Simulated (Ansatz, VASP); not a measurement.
Tc in VASP and in Ansatz

Contents of INCAR:

```
PREC     = Accurate       # precision mode
ENCUT    = 520            # plane-wave cutoff, eV
EDIFF    = 1E-7           # SCF threshold, eV
ISMEAR   = -1             # smearing method
SIGMA    = 0.05           # smearing width, eV
LREAL    = False          # projectors in reciprocal space
LASPH    = True           # aspherical terms in the spheres
NELM     = 100            # most SCF steps
ALGO     = Normal         # electronic algorithm
ISIF     = 2              # what is computed and relaxed
LWAVE    = False          # write WAVECAR
LCHARG   = False          # write CHGCAR
GGA      = PE             # functional
NBANDS   = 12             # bands
```

KPOINTS

```
Automatic mesh
0
Gamma
  12 12 12
```

The input POSCAR:

```
Tc
1.0
    0.0000000000      1.9756608374      1.9756608374
    1.9756608374      0.0000000000      1.9756608374
    1.9756608374      1.9756608374      0.0000000000
Tc
1
Direct
    0.0000000000      0.0000000000      0.0000000000
```

The input input.yaml:

```yaml
crystal:
  lattice:
    - [0.0, 1.9756608374, 1.9756608374]
    - [1.9756608374, 0.0, 1.9756608374]
    - [1.9756608374, 1.9756608374, 0.0]
  atoms:
    - { symbol: Tc, position: [0.0, 0.0, 0.0] }
kpoints:
  mp_grid: { grid: [12, 12, 12] }
scf:
  occupations: { method: fermi_dirac, width: 0.05 }
hamiltonian:
  xc: pbe
  pseudopotentials: { kind: all_electron, lapw: { basis_error: 0.0005 } }
output:
  forces: true
  stress: true
  eigenvalues: true
```

Change from the starting cell: volume scaled by 1.04.

Alike in both runs: task single point; functional PBE; k mesh 12 × 12 × 12; occupations fermi-dirac, width 0.05 eV; no spin polarisation.

|  | VASP | Ansatz |
| --- | --- | --- |
| version | VASP 6.6.1 | Ansatz 0.2.0 |
| potentials or method | VASP PAW PBE potentials, release 64 (Tc_pv), cutoff 520 eV | all-electron LAPW, scalar-relativistic |

```tsv
	VASP	Ansatz	Ansatz less VASP
gap on the k mesh at the Fermi level (eV)	none	none	-
pressure (GPa)	-16.4	-15.9	+0.55
```

A gap of «none» marks a metal or a gap that the smearing closes. Ansatz ran all-electron here, and VASP with PAW potentials.
